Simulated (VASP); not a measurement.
A run of VASP 6.6.1 is set up as follows.

Contents of INCAR:

```
SYSTEM = GaSb
PREC = Accurate ; ENCUT = 520
EDIFF = 1E-7 ; ISMEAR = 0
SIGMA = 0.15 ; LREAL = .False.
LASPH = .True. ; NELM = 100
ALGO = Normal ; ISIF = 2
LWAVE = .False. ; LCHARG = .False.
GGA = PE ; NBANDS = 16
```

File KPOINTS:

```
Automatic mesh
0
Gamma
  16 16 16
  0 0 0
```

The input POSCAR:

```
GaSb
1.0
    0.0000000000      2.8028403405      3.6436924427
    2.8028403405      0.0000000000      3.6436924427
    2.8028403405      2.8028403405      0.0000000000
Ga Sb
1 1
Direct
    0.0000000000      0.0000000000      0.0000000000
    0.7500000000      0.7500000000      0.7500000000
```

Potentials or basis: VASP PAW PBE potentials, release 64 (Ga_d, Sb).

Launch:

```sh
$ cat potpaw_PBE.64/Ga_d/POTCAR potpaw_PBE.64/Sb/POTCAR > POTCAR
$ mpirun -np 1 vasp_std > vasp.out
```

Question: What does it give for the pressure?

Answer: 2.4 GPa.

Question: Predict the band gap on the k mesh.

Answer: Zero (band 9 reaches 5.55 eV, above the bottom of band 10 at 4.95 eV).

Stress tensor (GPa, compression positive):
```
 6.55  0.00  0.00
 0.00  6.55  0.00
 0.00  0.00 -6.00
```

Caveat: spin-orbit coupling is left out, which moves the levels of the heavy elements.
